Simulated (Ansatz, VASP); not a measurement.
**Two plane-wave programs on Ag**

```
CELL_PARAMETERS angstrom
2.90208 0.00000 0.00000
-1.45104 2.51327 0.00000
0.00000 0.00000 19.47814
ATOMIC_POSITIONS crystal
Ag 0.66667 0.33333 0.25670
Ag 0.33333 0.66667 0.37835
Ag 0.00000 0.00000 0.50000
Ag 0.66667 0.33333 0.62165
Ag 0.33333 0.66667 0.74330
```

Alike in both runs: task single point; functional r2SCAN; k mesh 12 × 12 × 1; occupations gaussian, width 0.1 eV; no spin polarisation.

|  | VASP | Ansatz |
| --- | --- | --- |
| version | VASP 6.6.1 | Ansatz 0.2.0 |
| potentials or method | VASP PAW PBE potentials, release 64 (Ag), cutoff 520 eV | scalar-relativistic, plane waves, PAW |
| valence electrons in the cell | 55 | 95 |

```tsv
	VASP	Ansatz	Ansatz less VASP
gap on the k mesh at the Fermi level (eV)	none	none	-
rms of the force components (eV/Å)	0.031	0.031	-0.0002
```

VASP's potentials were made for PBE, not for r2SCAN. Atom by atom the forces differ by 0.002 eV/Å (rms over components). A gap of «none» marks a metal or a gap that the smearing closes. VASP's potentials hold 55 valence electrons a cell and Ansatz's 95, so a difference there can come from the potentials and not from the codes. Ansatz's warnings: vacuum density over bound, xc potential rough in thin density.
